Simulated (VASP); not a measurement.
# Al4VN5 in VASP: single point with PBE

Aim: the single point of Al4VN5 with PBE.

All numbers are computed with VASP 6.6.1; they aren't measurements. Logs are shortened: lines on timing, memory, paths and dates and some standing lists are left out, and cuts for length are marked.

### Step 1. The cell of the first run

The typed cell holds 20 atoms: a = 5.040 Å, b = 5.042 Å, c = 7.630 Å, α = 83.41°, β = 70.69°, γ = 69.63°.

### Step 2. Single point, PBE

Contents of INCAR:

```
SYSTEM = Al4VN5
PREC     = Accurate       ! precision mode
ENCUT    = 520            ! plane-wave cutoff, eV
EDIFF    = 1E-7           ! SCF threshold, eV
ISMEAR   = 0              ! smearing method
SIGMA    = 0.1            ! smearing width, eV
LREAL    = Auto         
LASPH    = .TRUE.         ! aspherical terms in the spheres
NELM     = 100            ! most SCF steps
ALGO     = Normal         ! electronic algorithm
ISIF     = 2              ! what is computed and relaxed
LWAVE    = .FALSE.        ! write WAVECAR
LCHARG   = .FALSE.        ! write CHGCAR
GGA      = PE             ! functional
NBANDS   = 66             ! bands
ISYM     = 0
```

Contents of KPOINTS:

```
Automatic mesh
0
Gamma
  3 3 2
  0 0 0.5
```

Contents of POSCAR:

```
Al4VN5
1.0
    2.0350554551      2.0333383271      4.1378688670
   -2.0362688789     -2.0352925967      4.1394527137
    6.1107230798     -4.0731594261      2.0693974622
N Al V
10 8 2
Direct
    0.9523791902      0.7463478275      0.5957941760
    0.8577015232      0.2567814996      0.7997442236
    0.3410738938      0.7406158029      0.7996633322
    0.7496831926      0.7486165484      0.9991368799
    0.1582782201      0.7566748295      0.1986067766
    0.0491131758      0.2465087141      0.4025157173
    0.5469377456      0.7509390286      0.4024775223
    0.4502157346      0.2508165833      0.5957932150
    0.2496811892      0.2486387894      0.9991342441
    0.6416565624      0.2405131659      0.1985329561
    0.1985858690     -0.0013087676      0.6012820699
    0.1034666390      0.4986234001      0.7915628082
    0.9993146533      0.9987086749      0.9998808834
    0.3959638906     -0.0014043772      0.2067238876
    0.3006984120      0.4985896356      0.3970044137
    0.7986650962      0.9986998542      0.4011747674
    0.7006720562      0.4986006121      0.5971491057
    0.5000686450      0.4985281642      0.9984258702
    0.5928180878      0.9984412024      0.8131032397
    0.9065141881      0.4988307196      0.1851938555
```

Potentials or basis: VASP PAW PBE potentials, release 64 (N, Al, V_sv).

On the command line:

```sh
cat potpaw_PBE.64/N/POTCAR potpaw_PBE.64/Al/POTCAR potpaw_PBE.64/V_sv/POTCAR > POTCAR
mpirun -np 1 vasp_std > vasp.out
```

OUTCAR:

```text
SYSTEM = Al4VN5
   PREC = Accurate
   ENCUT = 520
   EDIFF = 1E-7
   ISMEAR = 0
   LREAL = Auto
   LASPH = .TRUE.
   NELM = 100
   ISIF = 2
   GGA = PE
   ISYM = 0

 ion  position               nearest neighbor table
   1  0.952  0.746  0.596-  12 2.01  16 2.02  15 2.02  17 2.06  11 2.08  19 2.13
   2  0.858  0.257  0.800-  12 2.00  11 2.03  18 2.03  13 2.04  17 2.05  19 2.14
   3  0.341  0.741  0.800-  12 2.00  11 2.03  18 2.03  13 2.04  17 2.05  19 2.14
   4  0.750  0.749  0.999-  20 1.97  19 1.97  18 2.07  13 2.07  14 2.07  12 2.07
   5  0.158  0.757  0.199-  14 2.00  15 2.03  13 2.03  18 2.04  16 2.05  20 2.14
   6  0.049  0.247  0.403-  14 2.01  17 2.01  11 2.02  16 2.06  15 2.07  20 2.13
   7  0.547  0.751  0.402-  14 2.01  17 2.02  11 2.02  16 2.06  15 2.08  20 2.13
   8  0.450  0.251  0.596-  12 2.01  16 2.01  15 2.02  17 2.06  11 2.07  19 2.13
   9  0.250  0.249  0.999-  19 1.97  20 1.97  18 2.07  13 2.07  12 2.08  14 2.08
  10  0.642  0.241  0.199-  14 2.00  15 2.03  13 2.03  18 2.04  16 2.05  20 2.14
  11  0.199  0.999  0.601-   7 2.02   6 2.02   2 2.03   3 2.03   8 2.07   1 2.08  14 2.84  12 2.87
                            12 2.87  13 2.87  17 2.88  17 2.88  16 2.90  16 2.90  15 2.92  15 2.92
  12  0.103  0.499  0.792-   2 2.00   3 2.00   8 2.01   1 2.01   4 2.07   9 2.08  20 2.83  15 2.84
                            11 2.87  11 2.87  19 2.88  17 2.88  19 2.88  17 2.88  18 2.93  18 2.93
  13  0.999  0.999  1.000-  10 2.03   5 2.03   3 2.04   2 2.04   9 2.07   4 2.07  20 2.85  20 2.85
                            19 2.86  19 2.86  11 2.87  18 2.88  18 2.88  16 2.89  14 2.93  14 2.93
  14  0.396  0.999  0.207-  10 2.00   5 2.00   6 2.01   7 2.01   4 2.07   9 2.08  19 2.83  11 2.84
                            15 2.87  15 2.87  20 2.88  16 2.88  16 2.88  20 2.88  13 2.93  13 2.93
  15  0.301  0.499  0.397-   1 2.02   8 2.02  10 2.03   5 2.03   6 2.07   7 2.08  12 2.84  14 2.87
                            14 2.87  18 2.87  16 2.88  16 2.88  17 2.90  17 2.90  11 2.92  11 2.92
  16  0.799  0.999  0.401-   8 2.01   1 2.02   5 2.05  10 2.05   7 2.06   6 2.06  15 2.88  15 2.88
                            14 2.88  14 2.88  17 2.89  13 2.89  17 2.89  11 2.90  11 2.90  20 2.96
  17  0.701  0.499  0.597-   6 2.01   7 2.02   3 2.05   2 2.05   1 2.06   8 2.06  11 2.88  11 2.88
                            12 2.88  12 2.88  16 2.89  18 2.89  16 2.89  15 2.90  15 2.90  19 2.96
  18  0.500  0.499  0.998-   2 2.03   3 2.03   5 2.04  10 2.04   9 2.07   4 2.07  19 2.85  19 2.85
                            20 2.86  20 2.86  15 2.87  13 2.88  13 2.88  17 2.89  12 2.93  12 2.93
  19  0.593  0.998  0.813-   9 1.97   4 1.97   1 2.13   8 2.13   3 2.14   2 2.14  14 2.83  18 2.85
                            18 2.85  13 2.86  13 2.86  12 2.88  12 2.88  11 2.94  11 2.95  17 2.96
  20  0.907  0.499  0.185-   4 1.97   9 1.97   7 2.13   6 2.13   5 2.14  10 2.14  12 2.83  13 2.85
                            13 2.85  18 2.86  18 2.86  14 2.88  14 2.88  15 2.94  15 2.95  16 2.96

IMPORTANT INFORMATION: All symmetrisations will be switched off!
NOSYMM: (Re-)initialisation of all symmetry stuff for point group C_1.

----------------------------------------------------------------------------------------

                                     Primitive cell

  volume of cell :     171.5254

  direct lattice vectors                    reciprocal lattice vectors
     2.035055455  2.033338327  4.137868867     0.073743123  0.172038032  0.120863456
    -2.036268879 -2.035292597  4.139452714    -0.122792193 -0.122862430  0.120765019
     6.110723080 -4.073159426  2.069397462     0.098170172 -0.098235163 -0.000008802

  length of vectors
     5.039630365  5.042209404  7.629808001     0.222807333  0.211559186  0.138879552

  position of ions in fractional coordinates (direct lattice)
     0.952379190  0.746347828  0.595794176
     0.857701523  0.256781500  0.799744224
     0.341073894  0.740615803  0.799663332
     0.749683193  0.748616548  0.999136880
     0.158278220  0.756674829  0.198606777
     0.049113176  0.246508714  0.402515717
[... 12 lines left out ...]
     0.592818088  0.998441202  0.813103240
     0.906514188  0.498830720  0.185193856

  ion indices of the primitive-cell ions
   primitive index   ion index
                 1           1
                 2           2
                 3           3
                 4           4
                 5           5
                 6           6
[... 12 lines left out ...]
                19          19
                20          20

----------------------------------------------------------------------------------------

 KPOINTS: Automatic mesh

Automatic generation of k-mesh.
 Grid dimensions read from file:
 generate k-points for:    3    3    2

 Generating k-lattice:

  Cartesian coordinates                     Fractional coordinates (reciprocal lattice)
     0.024581041  0.057346011  0.040287819     0.333333333  0.000000000  0.000000000
    -0.040930731 -0.040954143  0.040255006     0.000000000  0.333333333  0.000000000
     0.049085086 -0.049117582 -0.000004401    -0.000000000  0.000000000  0.500000000

  Length of vectors
     0.074269111  0.070519729  0.069439776

  Shift w.r.t. Gamma in fractional coordinates (k-lattice)
     0.000000000  0.000000000  0.500000000

 Subroutine IBZKPT returns following result:
 ===========================================

 Found      9 irreducible k-points:

 Following reciprocal coordinates:
            Coordinates               Weight
 -0.000000 -0.000000  0.250000      2.000000
  0.333333 -0.000000  0.250000      2.000000
 -0.333333 -0.000000  0.250000      2.000000
  0.000000  0.333333  0.250000      2.000000
  0.333333  0.333333  0.250000      2.000000
 -0.333333  0.333333  0.250000      2.000000
  0.000000 -0.333333  0.250000      2.000000
  0.333333 -0.333333  0.250000      2.000000
 -0.333333 -0.333333  0.250000      2.000000
   k-points           NKPTS =      9   k-points in BZ     NKDIM =      9   number of bands    NBANDS=     66
   number of dos      NEDOS =    301   number of ions     NIONS =     20
   total plane-waves  NPLWV =  96000
   dimension x,y,z NGX =    40 NGY =   40 NGZ =   60
   dimension x,y,z NGXF=    80 NGYF=   80 NGZF=  120
   ions per type =              10   8   2
   NGX,Y,Z   is equivalent  to a cutoff of  13.20, 13.19, 13.07 a.u.
   NGXF,Y,Z  is equivalent  to a cutoff of  26.39, 26.38, 26.15 a.u.
 SYSTEM =  Al4VN5
   PREC   = accura    normal or accurate (medium, high low for compatibility)
   ISTART =      0    job   : 0-new  1-cont  2-samecut
   ICHARG =      2    charge: 1-file 2-atom 10-const
   ISPIN  =      1    spin polarized calculation?
   LNONCOLLINEAR =      F non collinear calculations
   LSORBIT =      F    spin-orbit coupling
   LASPH  =      T    aspherical Exc in radial PAW
   ENCUT  =  520.0 eV  38.22 Ry    6.18 a.u.   9.37  9.38 14.19*2*pi/ulx,y,z
   NELM   =    100;   NELMIN=  2; NELMDL= -5     # of ELM steps
   EDIFF  = 0.1E-06   stopping-criterion for ELM
   LREAL  =      T    real-space projection
   EDIFFG = 0.1E-05   stopping-criterion for IOM
   NSW    =      0    number of steps for IOM
   IBRION =     -1    ionic relax: 0-MD 1-quasi-New 2-CG
   NFREE  =      0    steps in history (QN), initial steepest desc. (CG)
   ISIF   =      2    stress and relaxation
   ISYM   =      0    0-nonsym 1-usesym 2-fastsym
   POTIM  = 0.5000    time-step for ionic-motion
   TEBEG  =    0.0;   TEEND  =   0.0 temperature during run
   PSTRESS=    0.0 pullay stress
   NELECT =     100.0000    total number of electrons
   NUPDOWN=      -1.0000    fix difference up-down
   EMIN   =  10.00;   EMAX   =-10.00  energy-range for DOS
   EFERMI =   0.00;   METHOD = LEGACY
   ISMEAR =     0;   SIGMA  =   0.10  broadening in eV -4-tet -1-fermi 0-gaus
   EFERMI_NEDOS =   21; number of points for ismear=-14 and -15
   IALGO  =     38    algorithm
   IMIX   =      4    mixing-type and parameters
     AMIX     =   0.40;   BMIX     =  1.00
     AMIX_MAG =   1.60;   BMIX_MAG =  1.00
  volume/ion in A,a.u.               =       8.58        57.88
  Fermi-wavevector in a.u.,A,eV,Ry     =   1.367620  2.584426 25.448111  1.870383
  Thomas-Fermi vector in A             =   2.493656
   LORBIT       =      0    0 simple, 1 ext, 2 COOP (PROOUT), +10 PAW based schemes
   GGA     = PE    functional components
   LHFCALC =     F    Hartree Fock is set to
   AEXX    =    0.0000 exact exchange contribution
   IVDW    =     0    specifies the selected vdW correction
   LEPSILON=     F    determine dielectric tensor
   LRPA    =     F    only Hartree local field effects (RPA)
 non-spin polarized calculation
 Gauss-broadening in eV      SIGMA  =   0.10
  energy-cutoff  :      520.00
  volume of cell :      171.53
 maximum number of plane-waves:      4645
 NGX is ok and might be reduce to    40
   NGX = 19   NGY = 19   NGZ = 29

 number of electron     100.0000002 magnetization

 Free energy of the ion-electron system (eV)
  ---------------------------------------------------
  ext. energy  EPLUGINS =         0.00000000
  ---------------------------------------------------
  free energy    TOTEN  =      -152.64756899 eV

  energy without entropy =     -152.59841340  energy(sigma->0) =     -152.62299120

 E-fermi :  11.5254     XC(G=0): -12.4367

 val. band max:       11.5001160085   @ k =   0.3333  -0.0000   0.2500
 cond. band min:      11.5534371220   @ k =  -0.0000  -0.0000   0.2500
 fundamental gap:      0.0533211135
 Fermi energy:        11.5254005901

 k-point     1 :      -0.0000   -0.0000    0.2500
  band No.  band energies     occupation
      1     -53.5275      2.00000
      2     -53.5268      2.00000
      3     -27.5076      2.00000
      4     -27.4997      2.00000
      5     -27.4976      2.00000
      6     -27.4882      2.00000
[... 54 lines left out ...]
     61      16.3168      0.00000
     62      16.7447      0.00000

 k-point     2 :       0.3333   -0.0000    0.2500
  band No.  band energies     occupation
      1     -53.5273      2.00000
      2     -53.5269      2.00000
      3     -27.5073      2.00000
      4     -27.5037      2.00000
      5     -27.4932      2.00000
      6     -27.4893      2.00000
[... 444 lines left out ...]
     61      17.0429      0.00000
     62      17.3586      0.00000

 k-point     9 :      -0.3333   -0.3333    0.2500
  band No.  band energies     occupation
      1     -53.5274      2.00000
      2     -53.5268      2.00000
      3     -27.5073      2.00000
      4     -27.5000      2.00000
      5     -27.4977      2.00000
      6     -27.4885      2.00000
[... 54 lines left out ...]
     61      16.3050      0.00000
     62      16.5151      0.00000
 [bands above 62 left out]

------------------------ aborting loop because EDIFF is reached ----------------------------------------

  FORCE on cell =-STRESS in cart. coord.  units (eV):
  Direction    XX          YY          ZZ          XY          YZ          ZX
  --------------------------------------------------------------------------------------
  -------------------------------------------------------------------------------------
  Total       -0.0678779     -0.0615217      0.0783310      0.0209199      0.0011635     -0.0023202
  in kB       -0.6340306     -0.5746592      0.7316708      0.1954073      0.0108677     -0.0216727
  external PRESSURE =      -0.1590064 kB  Pullay stress =       0.0000000 kB

 VOLUME and BASIS-vectors are now :
 -----------------------------------------------------------------------------
  energy-cutoff  :      520.00
  volume of cell :      171.53
      direct lattice vectors                 reciprocal lattice vectors
     2.035055455  2.033338327  4.137868867     0.073743123  0.172038032  0.120863456
    -2.036268879 -2.035292597  4.139452714    -0.122792193 -0.122862430  0.120765019
     6.110723080 -4.073159426  2.069397462     0.098170172 -0.098235163 -0.000008802

 POSITION                                       TOTAL-FORCE (eV/Angst)
 -----------------------------------------------------------------------------------
      4.05911     -2.00929      8.26323         0.000214      0.013590     -0.001634
      6.10961     -2.03611      6.26698         0.002777     -0.003061      0.019962
      4.07253     -4.07101      6.13188         0.002455     -0.002999     -0.021796
      6.10671     -4.06894      8.26856        -0.000333     -0.000603      0.000677
     -0.00506     -2.02718      4.19815        -0.001788      0.002655      0.019594
      2.05765     -2.04136      2.05660         0.014393      0.001818      0.001424
[... 12 lines left out ...]
      4.14197     -4.13862      8.26864        -0.003388      0.018277     -0.001125
      1.96072      0.07366      6.19916         0.005730     -0.012941      0.002137
 -----------------------------------------------------------------------------------
    total drift:                                0.003344     -0.004410      0.015769

  FREE ENERGIE OF THE ION-ELECTRON SYSTEM (eV)
  ---------------------------------------------------
  free  energy   TOTEN  =      -152.6475689936 eV

  energy  without entropy=     -152.5984133990  energy(sigma->0) =     -152.62299120
```

It took 4.1 min on 1 thread of Intel Xeon Platinum 8559C (Emerald Rapids), shared host; peak memory 0.3 GiB.

What came out:

```
Free energy            : -152.6476 eV
Pressure               : 0.0 GPa
Largest force          : 0.024 eV/Å
Band gap on the k mesh : zero (band 50 reaches 11.55 eV, above the bottom of band 51 at 11.23 eV)
```

Forces in eV/Å, atoms in the order of the input:
```
N    0.000  0.014 -0.002
N    0.003 -0.003  0.020
N    0.002 -0.003 -0.022
N    0.000 -0.001  0.001
N   -0.002  0.003  0.020
N    0.014  0.002  0.001
N    0.001 -0.014  0.002
N   -0.015  0.002 -0.005
N    0.002 -0.001  0.000
N    0.000  0.003 -0.024
Al  -0.009  0.006  0.005
Al  -0.003  0.003 -0.002
Al  -0.005  0.002  0.002
Al  -0.001 -0.005  0.000
Al   0.009 -0.006 -0.001
Al  -0.006  0.000  0.000
Al   0.003 -0.002  0.002
Al   0.004 -0.005  0.003
V   -0.003  0.018 -0.001
V    0.006 -0.013  0.002
```

Caveat: the k points lie up to 0.47 Å⁻¹ apart; the run has no spin polarisation, though such a crystal can be magnetic. With open d or f shells a metallic result of PBE can be an artefact of self-interaction; +U or a hybrid may open a gap.
